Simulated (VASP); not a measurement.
A run of VASP 6.6.1 is set up as follows.

Contents of INCAR:

```
SYSTEM = Er
PREC = Accurate
ENCUT = 520
EDIFF = 1E-6
ISMEAR = -1
SIGMA = 0.13605693000000002
LREAL = .FALSE.
LASPH = .TRUE.
NELM = 100
ALGO = Normal
ISIF = 2
LWAVE = .FALSE.
LCHARG = .FALSE.
GGA = CA
NBANDS = 29
```

KPOINTS

```
regular mesh
0
G
  8 8 8
  0 0 0
```

Contents of POSCAR:

```
Er
1.0
    0.0000000000      2.8602585060      2.8602585060
    2.8602585060      0.0000000000      2.8602585060
    2.8602585060      2.8602585060      0.0000000000
Er
2
Direct
    0.0000000000      0.0000000000      0.0000000000
    0.2500000000      0.2500000000      0.2500000000
```

Potentials or basis: VASP PAW PBE potentials, release 64 (Er).

The run is started by

```console
$ cat potpaw_PBE.64/Er/POTCAR > POTCAR
$ mpirun -np 1 vasp_std > vasp.out
```

**Question.** What does it give for the band gap on the k mesh?

**Answer.** Zero (band 22 reaches 2.41 eV, above the bottom of band 23 at 2.36 eV).

**Question.** Estimate the pressure.

**Answer.** 0.7 GPa.

Caveat: the PAW data sets were made with another functional, which shifts forces and pressure a little; spin-orbit coupling is left out, which moves the levels of the heavy elements. Spin polarisation is off, so any magnetic state and its effect on volume and gap are missing.
